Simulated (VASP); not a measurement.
Set up this calculation in VASP 6.6.1, as the native input.

```
Task                   : relaxation of cell and atoms
Functional             : PBE
Potentials or basis    : VASP PAW PBE potentials, release 64 (Sr_sv, O)
Cutoff                 : 600 eV
k mesh                 : 8 × 8 × 8
Occupations            : fermi-dirac, width 0.02 eV
Spin                   : no spin polarisation
Dipole correction      : no
Further INCAR settings : ALGO = Normal; EDIFF = 1e-07; IBRION = 2; EDIFFG = -0.005; NSW = 80; ISIF = 3
```

The structure of SrO lies in POSCAR:

```
SrO
1.0
    3.1131500164      0.0000000000      0.0000000000
    0.0000000000      3.1131500164      0.0000000000
    0.0000000000      0.0000000000      3.1131500164
Sr O
1 1
Direct
    0.0000000000      0.0000000000      0.0000000000
    0.5000000000      0.5000000000      0.5000000000
```

These files were run (other wordings do the same):

INCAR

```
ALGO     = Normal         # electronic algorithm
EDIFF    = 1E-7           # SCF threshold, eV
EDIFFG   = -0.005         # ionic threshold
ENCUT    = 600            # plane-wave cutoff, eV
GGA      = PE             # functional
IBRION   = 2              # ionic algorithm
ISIF     = 3              # what is computed and relaxed
ISMEAR   = -1             # smearing method
LASPH    = True           # aspherical terms in the spheres
LCHARG   = False          # write CHGCAR
LREAL    = False          # projectors in reciprocal space
LWAVE    = False          # write WAVECAR
NELM     = 80             # most SCF steps
NSW      = 80             # ionic steps
PREC     = Accurate       # precision mode
SIGMA    = 0.02           # smearing width, eV
```

KPOINTS

```
k-points
0
Gamma
  8 8 8
```

Potentials or basis: VASP PAW PBE potentials, release 64 (Sr_sv, O).

Launch:

```console
$ cat potpaw_PBE.64/Sr_sv/POTCAR potpaw_PBE.64/O/POTCAR > POTCAR
$ mpirun -np 1 vasp_std > vasp.out
```

It gave:

```json
{
  "Relaxed volume": "15.49 Å³/atom",
  "Relaxed cell": "a = 3.141 Å, b = 3.141 Å, c = 3.141 Å, α = 90.00°, β = 90.00°, γ = 90.00°",
  "Space group after relaxing (to 0.05 Å)": "Pm-3m (No. 221)",
  "Energy gained by relaxing": "3.0 meV/atom",
  "Ionic steps": "3",
  "Pressure after relaxing": "0.0 GPa",
  "Band gap on the k mesh": "2.75 eV, indirect (least direct gap 2.84 eV)"
}
```

Wall time 78 s on 1 thread of Intel Xeon 8259CL, with other jobs on the host, peak memory 0.18 GiB.
